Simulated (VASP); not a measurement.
# In3Pd2 (P-3m1) in VASP: single point with r2SCAN

Aim: the single point of In3Pd2 with r2SCAN.

Program: VASP 6.6.1. These are calculated values, not measurements. Logs are shortened: lines on timing, memory, paths and dates and some standing lists are left out, and cuts for length are marked.

### Step 1. The cell of the first run

It takes space group P-3m1 (No. 164, trigonal). Conventional cell: a = 4.561 Å, b = 4.561 Å, c = 5.564 Å, α = 90.00°, β = 90.00°, γ = 120.00°. Within 3.6 Å of In (site symmetry -3m) lie 6 Pd at 2.76 Å and 6 In at 3.29 Å. In (site symmetry 3m) has 5 Pd at 2.75 to 2.87 Å and 6 In at 3.09 to 3.29 Å within 3.6 Å. Within 3.6 Å of Pd (site symmetry 3m) lie 8 In at 2.75 to 2.87 Å and 3 Pd at 3.12 Å.

### Step 2. Single point, r2SCAN

File POSCAR:

```
In3Pd2
1.0
    4.5612200000      0.0000000000      0.0000000000
   -2.2806100000      3.9501330000      0.0000000000
    0.0000000000      0.0000000000      5.5636850000
In Pd
3 2
Direct
    0.0000000000      0.0000000000      0.0000000000
    0.3333330000      0.6666670000      0.6448830000
    0.6666670000      0.3333330000      0.3551170000
    0.3333330000      0.6666670000      0.1500190000
    0.6666670000      0.3333330000      0.8499810000
```

File INCAR.step1:

```
SYSTEM = In3Pd2
PREC     = Accurate       ! precision mode
ENCUT    = 520            ! plane-wave cutoff, eV
ISMEAR   = 0              ! smearing method
SIGMA    = 0.1            ! smearing width, eV
LREAL    = .False.        ! projectors in reciprocal space
LASPH    = .True.         ! aspherical terms in the spheres
NELM     = 60             ! most SCF steps
NBANDS   = 38             ! bands
GGA      = PE             ! functional
ALGO     = Normal         ! electronic algorithm
EDIFF    = 1E-4           ! SCF threshold, eV
LWAVE    = .True.         ! write WAVECAR
LCHARG   = .False.        ! write CHGCAR
```

File INCAR.step2:

```
SYSTEM = In3Pd2
PREC     = Accurate       ! precision mode
ENCUT    = 520            ! plane-wave cutoff, eV
EDIFF    = 1E-6           ! SCF threshold, eV
ISMEAR   = 0              ! smearing method
SIGMA    = 0.1            ! smearing width, eV
LREAL    = .False.        ! projectors in reciprocal space
LASPH    = .True.         ! aspherical terms in the spheres
NELM     = 60             ! most SCF steps
ALGO     = Normal         ! electronic algorithm
ISIF     = 2              ! what is computed and relaxed
LWAVE    = .False.        ! write WAVECAR
LCHARG   = .False.        ! write CHGCAR
METAGGA  = R2SCAN         ! meta-GGA
LMIXTAU  = .True.       
NBANDS   = 38             ! bands
ISTART   = 1
```

File KPOINTS:

```
regular mesh
0
Gamma
  6 6 4
  0 0 0
```

Potentials or basis: VASP PAW PBE potentials, release 64 (In_d, Pd).

On the command line:

```bash
cat potpaw_PBE.64/In_d/POTCAR potpaw_PBE.64/Pd/POTCAR > POTCAR
cp INCAR.step1 INCAR
mpirun -np 1 vasp_std > vasp.out
cp INCAR.step2 INCAR
mpirun -np 1 vasp_std > vasp.out
```

OUTCAR:

```text
SYSTEM = In3Pd2
   PREC = Accurate
   ENCUT = 520
   EDIFF = 1E-6
   ISMEAR = 0
   LREAL = .False.
   LASPH = .True.
   NELM = 60
   ISIF = 2
   METAGGA = R2SCAN
   ISTART = 1

 ion  position               nearest neighbor table
   1  0.000  0.000  0.000-   4 2.76   5 2.76   5 2.76   4 2.76   5 2.76   4 2.76   2 3.29   3 3.29
                             2 3.29   3 3.29   3 3.29   2 3.29
   2  0.333  0.667  0.645-   4 2.75   4 2.81   5 2.87   5 2.87   5 2.87   3 3.09   3 3.09   3 3.09
                             1 3.29   1 3.29   1 3.29
   3  0.667  0.333  0.355-   5 2.75   5 2.81   4 2.87   4 2.87   4 2.87   2 3.09   2 3.09   2 3.09
                             1 3.29   1 3.29   1 3.29
   4  0.333  0.667  0.150-   2 2.75   1 2.76   1 2.76   1 2.76   2 2.81   3 2.87   3 2.87   3 2.87
                             5 3.12   5 3.12   5 3.12
   5  0.667  0.333  0.850-   3 2.75   1 2.76   1 2.76   1 2.76   3 2.81   2 2.87   2 2.87   2 2.87
                             4 3.12   4 3.12   4 3.12

  LATTYP: Found a hexagonal cell.
 ALAT       =     4.5612200000
 C/A-ratio  =     1.2197800150

  Lattice vectors:

 A1 = (   4.5612200000,   0.0000000000,   0.0000000000)
 A2 = (  -2.2806100000,   3.9501330000,   0.0000000000)
 A3 = (   0.0000000000,   0.0000000000,   5.5636850000)

Analysis of symmetry for initial positions (statically):
=====================================================================
 Subroutine PRICEL returns:
 Original cell was already a primitive cell.

 Routine SETGRP: Setting up the symmetry group for a
 hexagonal supercell.

 Subroutine GETGRP returns: Found 12 space group operations
 (whereof 12 operations were pure point group operations)
 out of a pool of 24 trial point group operations.

The static configuration has the point symmetry D_3d.

Analysis of symmetry for dynamics (positions and initial velocities):
=====================================================================
 Subroutine PRICEL returns:
 Original cell was already a primitive cell.

 Routine SETGRP: Setting up the symmetry group for a
 hexagonal supercell.

 Subroutine GETGRP returns: Found 12 space group operations
 (whereof 12 operations were pure point group operations)
 out of a pool of 24 trial point group operations.

The dynamic configuration has the point symmetry D_3d.

 Subroutine INISYM returns: Found 12 space group operations
 (whereof 12 operations are pure point group operations),
 and found     1 'primitive' translations

----------------------------------------------------------------------------------------

                                     Primitive cell

  volume of cell :     100.2433

  direct lattice vectors                    reciprocal lattice vectors
     4.561220000  0.000000000  0.000000000     0.219239589  0.126578016  0.000000000
    -2.280610000  3.950133000  0.000000000     0.000000000  0.253156033  0.000000000
     0.000000000  0.000000000  5.563685000     0.000000000  0.000000000  0.179736991

  length of vectors
     4.561220000  4.561220526  5.563685000     0.253156062  0.253156033  0.179736991

  position of ions in fractional coordinates (direct lattice)
     0.000000000  0.000000000  0.000000000
     0.333333000  0.666667000  0.644883000
     0.666667000  0.333333000  0.355117000
     0.333333000  0.666667000  0.150019000
     0.666667000  0.333333000  0.849981000

  ion indices of the primitive-cell ions
   primitive index   ion index
                 1           1
                 2           2
                 3           3
                 4           4
                 5           5

----------------------------------------------------------------------------------------

 KPOINTS: regular mesh

Automatic generation of k-mesh.
 Grid dimensions read from file:
 generate k-points for:    6    6    4

 Generating k-lattice:

  Cartesian coordinates                     Fractional coordinates (reciprocal lattice)
     0.036539932  0.021096336  0.000000000     0.166666667  0.000000000  0.000000000
     0.000000000  0.042192672  0.000000000     0.000000000  0.166666667  0.000000000
     0.000000000  0.000000000  0.044934248     0.000000000  0.000000000  0.250000000

  Length of vectors
     0.042192677  0.042192672  0.044934248

  Shift w.r.t. Gamma in fractional coordinates (k-lattice)
     0.000000000  0.000000000  0.000000000

 Subroutine IBZKPT returns following result:
 ===========================================

 Found     24 irreducible k-points:

 Following reciprocal coordinates:
            Coordinates               Weight
  0.000000  0.000000  0.000000      1.000000
  0.166667  0.000000  0.000000      6.000000
  0.333333 -0.000000  0.000000      6.000000
  0.500000 -0.000000  0.000000      3.000000
  0.166667  0.166667  0.000000      6.000000
  0.333333  0.166667  0.000000     12.000000
[... 16 lines left out ...]
  0.333333  0.166667  0.500000     12.000000
  0.333333  0.333333  0.500000      2.000000
   k-points           NKPTS =     24   k-points in BZ     NKDIM =     24   number of bands    NBANDS=     38
   number of dos      NEDOS =    301   number of ions     NIONS =      5
   total plane-waves  NPLWV =  54432
   dimension x,y,z NGX =    36 NGY =   36 NGZ =   42
   dimension x,y,z NGXF=    72 NGYF=   72 NGZF=   84
   ions per type =               3   2
   NGX,Y,Z   is equivalent  to a cutoff of  13.12, 13.12, 12.55 a.u.
   NGXF,Y,Z  is equivalent  to a cutoff of  26.24, 26.24, 25.10 a.u.
 SYSTEM =  In3Pd2
   PREC   = accura    normal or accurate (medium, high low for compatibility)
   ISTART =      1    job   : 0-new  1-cont  2-samecut
   ICHARG =      0    charge: 1-file 2-atom 10-const
   ISPIN  =      1    spin polarized calculation?
   LNONCOLLINEAR =      F non collinear calculations
   LSORBIT =      F    spin-orbit coupling
   LASPH  =      T    aspherical Exc in radial PAW
   ENCUT  =  520.0 eV  38.22 Ry    6.18 a.u.   8.48  8.48 10.34*2*pi/ulx,y,z
   NELM   =     60;   NELMIN=  2; NELMDL=  0     # of ELM steps
   EDIFF  = 0.1E-05   stopping-criterion for ELM
   LREAL  =      F    real-space projection
   EDIFFG = 0.1E-04   stopping-criterion for IOM
   NSW    =      0    number of steps for IOM
   IBRION =     -1    ionic relax: 0-MD 1-quasi-New 2-CG
   NFREE  =      0    steps in history (QN), initial steepest desc. (CG)
   ISIF   =      2    stress and relaxation
   ISYM   =      2    0-nonsym 1-usesym 2-fastsym
   POTIM  = 0.5000    time-step for ionic-motion
   TEBEG  =    0.0;   TEEND  =   0.0 temperature during run
   PSTRESS=    0.0 pullay stress
   NELECT =      59.0000    total number of electrons
   NUPDOWN=      -1.0000    fix difference up-down
   EMIN   =  10.00;   EMAX   =-10.00  energy-range for DOS
   EFERMI =   0.00;   METHOD = LEGACY
   ISMEAR =     0;   SIGMA  =   0.10  broadening in eV -4-tet -1-fermi 0-gaus
   EFERMI_NEDOS =   21; number of points for ismear=-14 and -15
   IALGO  =     38    algorithm
   IMIX   =      4    mixing-type and parameters
     AMIX     =   0.40;   BMIX     =  1.00
     AMIX_MAG =   1.60;   BMIX_MAG =  1.00
  volume/ion in A,a.u.               =      20.05       135.30
  Fermi-wavevector in a.u.,A,eV,Ry     =   1.371957  2.592622 25.609773  1.882265
  Thomas-Fermi vector in A             =   2.497607
   LORBIT       =      0    0 simple, 1 ext, 2 COOP (PROOUT), +10 PAW based schemes
   METAGGA = R2SCAN    functional components
   LHFCALC =     F    Hartree Fock is set to
   AEXX    =    0.0000 exact exchange contribution
   IVDW    =     0    specifies the selected vdW correction
   LEPSILON=     F    determine dielectric tensor
   LRPA    =     F    only Hartree local field effects (RPA)
 non-spin polarized calculation
 Gauss-broadening in eV      SIGMA  =   0.10
  energy-cutoff  :      520.00
  volume of cell :      100.24
 maximum number of plane-waves:      2739
 NGX is ok and might be reduce to    36
   NGX = 17   NGY = 17   NGZ = 21

 number of electron      59.0000003 magnetization

 Free energy of the ion-electron system (eV)
  ---------------------------------------------------
  ext. energy  EPLUGINS =         0.00000000
  ---------------------------------------------------
  free energy    TOTEN  =      -116.42797583 eV

  energy without entropy =     -116.42270352  energy(sigma->0) =     -116.42533967

 E-fermi :   9.1025     XC(G=0): -12.2959

 val. band max:        9.0233019955   @ k =   0.5000  -0.0000   0.5000
 cond. band min:       9.1557484794   @ k =   0.3333   0.1667   0.5000
 fundamental gap:      0.1324464839
 Fermi energy:         9.1025424595

 k-point     1 :       0.0000    0.0000    0.0000
  band No.  band energies     occupation
      1      -6.4844      2.00000
      2      -6.4844      2.00000
      3      -6.2672      2.00000
      4      -6.2640      2.00000
      5      -6.2367      2.00000
      6      -6.2366      2.00000
[... 30 lines left out ...]
     37      14.5419      0.00000
     38      16.4254      0.00000

 k-point     2 :       0.1667    0.0000    0.0000
  band No.  band energies     occupation
      1      -6.4605      2.00000
      2      -6.4315      2.00000
      3      -6.3105      2.00000
      4      -6.2772      2.00000
      5      -6.2311      2.00000
      6      -6.2009      2.00000
[... 30 lines left out ...]
     37      14.5905      0.00000
     38      14.9849      0.00000

 k-point     3 :       0.3333   -0.0000    0.0000
  band No.  band energies     occupation
      1      -6.3965      2.00000
      2      -6.3645      2.00000
      3      -6.2971      2.00000
      4      -6.2471      2.00000
      5      -6.2253      2.00000
      6      -6.2126      2.00000
[... 30 lines left out ...]
     37      14.5652      0.00000
[... 781 lines left out ...]
 k-point    23 :       0.3333    0.1667    0.5000
  band No.  band energies     occupation
      1      -6.3935      2.00000
      2      -6.3029      2.00000
      3      -6.2699      2.00000
      4      -6.2236      2.00000
      5      -6.2131      2.00000
      6      -6.1920      2.00000
[... 30 lines left out ...]
     37      16.6330      0.00000
     38      17.2946      0.00000

 k-point    24 :       0.3333    0.3333    0.5000
  band No.  band energies     occupation
      1      -6.3214      2.00000
      2      -6.2814      2.00000
      3      -6.2813      2.00000
      4      -6.2249      2.00000
      5      -6.2249      2.00000
      6      -6.2074      2.00000
[... 30 lines left out ...]
     37      16.3416      0.00000
     38      17.4132      0.00000

------------------------ aborting loop because EDIFF is reached ----------------------------------------

  FORCE on cell =-STRESS in cart. coord.  units (eV):
  Direction    XX          YY          ZZ          XY          YZ          ZX
  --------------------------------------------------------------------------------------
  -------------------------------------------------------------------------------------
  Total        0.4698298      0.4698300     -1.0717116      0.0000000      0.0000000      0.0000000
  in kB        7.5092382      7.5092405    -17.1290489      0.0000000      0.0000000      0.0000000
  external PRESSURE =      -0.7035234 kB  Pullay stress =       0.0000000 kB

 VOLUME and BASIS-vectors are now :
 -----------------------------------------------------------------------------
  energy-cutoff  :      520.00
  volume of cell :      100.24
      direct lattice vectors                 reciprocal lattice vectors
     4.561220000  0.000000000  0.000000000     0.219239589  0.126578016  0.000000000
    -2.280610000  3.950133000  0.000000000     0.000000000  0.253156033  0.000000000
     0.000000000  0.000000000  5.563685000     0.000000000  0.000000000  0.179736991

 POSITION                                       TOTAL-FORCE (eV/Angst)
 -----------------------------------------------------------------------------------
      0.00000      0.00000      0.00000         0.000000      0.000000      0.000000
     -0.00000      2.63342      3.58793         0.000000     -0.000000      0.070268
      2.28061      1.31671      1.97576         0.000000      0.000000     -0.070268
     -0.00000      2.63342      0.83466        -0.000000      0.000000     -0.006447
      2.28061      1.31671      4.72903         0.000000     -0.000000      0.006447
 -----------------------------------------------------------------------------------
    total drift:                                0.000000      0.000000      0.000000

  FREE ENERGIE OF THE ION-ELECTRON SYSTEM (eV)
  ---------------------------------------------------
  free  energy   TOTEN  =      -116.4279758254 eV

  energy  without entropy=     -116.4227035171  energy(sigma->0) =     -116.42533967
```

Run time: 9.1 min. Hardware: 1 thread of AMD EPYC 7R43 (Zen 3), shared host; peak memory 0.24 GiB.

What came out:

```
Free energy            : -116.4280 eV
Pressure               : -0.1 GPa
Largest force          : 0.070 eV/Å
Band gap on the k mesh : zero (an odd number of electrons rules out a gap without spin polarisation)
```

Forces in eV/Å, atoms in the order of the input:
```
In   0.000  0.000  0.000
In   0.000  0.000  0.070
In   0.000  0.000 -0.070
Pd   0.000  0.000 -0.006
Pd   0.000  0.000  0.006
```

Caveat: the PAW data sets were made with another functional, which shifts forces and pressure a little; spin-orbit coupling is left out, which moves the levels of the heavy elements.

The gap in the log of VASP goes by the Fermi energy; the results here count the filled bands.